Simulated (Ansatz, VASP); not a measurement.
**One calculation of MgO, two programs**

The input POSCAR:

```
MgO
1.0
    0.0000000000      2.1021086852      2.1651719458
    2.1021086852      0.0000000000      2.1651719458
    2.1021086852      2.1021086852      0.0000000000
Mg O
1 1
Direct
    0.0000000000      0.0000000000      0.0000000000
    0.5000000000      0.5000000000      0.5000000000
```

The input INCAR.step1:

```
  ALGO = Normal
  EDIFF = 1E-4
  ENCUT = 520
  GGA = PE
  ISMEAR = 0
  LASPH = True
  LCHARG = False
  LREAL = False
  LWAVE = True
  NBANDS = 11
  NELM = 60
  PREC = Accurate
  SIGMA = 0.05
```

INCAR.step2

```
  ALGO = Normal
  EDIFF = 1E-7
  ENCUT = 520
  ISIF = 2
  ISMEAR = 0
  ISTART = 1
  LASPH = True
  LCHARG = True
  LELF = True
  LMIXTAU = True
  LREAL = False
  LVHAR = True
  LWAVE = False
  METAGGA = R2SCAN
  NBANDS = 11
  NELM = 60
  PREC = Accurate
  SIGMA = 0.05
```

File KPOINTS:

```
k-points
0
Gamma
  10 10 10
```

Input for Ansatz:

```yaml
crystal:
  lattice:
    - [0.0, 2.1021086852, 2.1651719458]
    - [2.1021086852, 0.0, 2.1651719458]
    - [2.1021086852, 2.1021086852, 0.0]
  atoms:
    - { symbol: Mg, position: [0.0, 0.0, 0.0] }
    - { symbol: O, position: [0.5, 0.5, 0.5] }
basis:
  ecutwfc: 500
kpoints:
  mp_grid: { grid: [10, 10, 10] }
hamiltonian:
  xc: r2scan
scf:
  occupations: { method: gaussian, width: 0.05 }
output:
  forces: true
  stress: true
  eigenvalues: true
```

Change from the starting cell: strain +0.0300 x Voigt [0, 0, 1, 0, 0, 0], atoms carried along.

Alike in both runs: task single point; functional r2SCAN; k mesh 10 × 10 × 10; occupations gaussian, width 0.05 eV; no spin polarisation.

|  | VASP | Ansatz |
| --- | --- | --- |
| version | VASP 6.6.1 | Ansatz 0.2.0 |
| potentials or method | VASP PAW PBE potentials, release 64 (Mg, O), cutoff 520 eV | scalar-relativistic, plane waves, PAW |
| valence electrons in the cell | 8 | 16 |

Ansatz gave:

* gap on the k mesh at the Fermi level (eV): 5.34
* least direct gap on the mesh (eV): 5.34
* pressure (GPa): -4.3
* traceless stress, the component that is largest in VASP (GPa): -3.39

Estimate VASP's values.

gap on the k mesh at the Fermi level (eV): 5.32; least direct gap on the mesh (eV): 5.32; pressure (GPa): -5.5; traceless stress, the component that is largest in VASP (GPa): -3.36.

VASP's potentials were made for PBE, not for r2SCAN. With one functional, cell and mesh, what is left measures potentials, basis and numerics. VASP's potentials hold 8 valence electrons a cell and Ansatz's 16, so a difference there can come from the potentials and not from the codes.
